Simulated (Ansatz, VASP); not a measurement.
One calculation of SnO, two programs

File INCAR:

```
ALGO = Normal ; EDIFF = 1E-8
ENCUT = 520 ; GGA = PS
ISIF = 2 ; ISMEAR = -1
LASPH = T ; LCHARG = F
LEFG = T ; LREAL = F
LWAVE = F ; NBANDS = 28
NELM = 100 ; PREC = Accurate
SIGMA = 0.01
```

File KPOINTS:

```
k-points
0
Gamma
  8 8 6
```

POSCAR

```
SnO
1.0
    3.7506153226      0.0000000000      0.0000000000
    0.0000000000      3.7506153226      0.0000000000
    0.0000000000      0.0000000000      4.7706406366
Sn O
2 2
Direct
    0.0000000000      0.5000000000      0.2385000000
    0.5000000000      0.0000000000      0.7615000000
    0.0000000000      0.0000000000      0.0000000000
    0.5000000000      0.5000000000      0.0000000000
```

Input for Ansatz:

```yaml
crystal:
  lattice:
    - [3.7506153226, 0.0, 0.0]
    - [0.0, 3.7506153226, 0.0]
    - [0.0, 0.0, 4.7706406366]
  atoms:
    - { symbol: Sn, position: [0.0, 0.5, 0.2385] }
    - { symbol: Sn, position: [0.5, 0.0, 0.7615] }
    - { symbol: O, position: [0.0, 0.0, 0.0] }
    - { symbol: O, position: [0.5, 0.5, 0.0] }
kpoints:
  mp_grid: { grid: [8, 8, 6] }
scf:
  occupations: { method: fermi_dirac, width: 0.01 }
hamiltonian:
  xc: pbesol
  pseudopotentials: { kind: all_electron, datasets: crystal }
output:
  forces: true
  stress: true
  eigenvalues: true
  efg: { contact_densities: true }
```

Change from the starting cell: volume scaled by 0.96, crystal datasets.

Alike in both runs: task electric field gradients; functional PBEsol; k mesh 8 × 8 × 6; occupations fermi-dirac, width 0.01 eV; no spin polarisation.

|  | VASP | Ansatz |
| --- | --- | --- |
| version | VASP 6.6.1 | Ansatz 0.2.0 |
| potentials or method | VASP PAW PBE potentials, release 64 (Sn_d, O), cutoff 520 eV | all-electron PAW with datasets made for the crystal, scalar-relativistic |

|  | VASP | Ansatz | Ansatz less VASP |
| --- | --- | --- | --- |
| pressure (GPa) | 4.5 | 4.2 | -0.33 |
| traceless stress, the component that is largest in VASP (GPa) | -0.96 | -0.96 | -0.006 |
| rms of the force components (eV/Å) | 0.312 | 0.272 | -0.0403 |
| size of Vzz on the site where it differs most (V/Å²) | 167.4 | 175.4 | +8.03 |

VASP's potentials were made for PBE, not for PBEsol. Atom by atom the forces differ by 0.040 eV/Å (rms over components). Ansatz ran all-electron here, and VASP with PAW potentials.
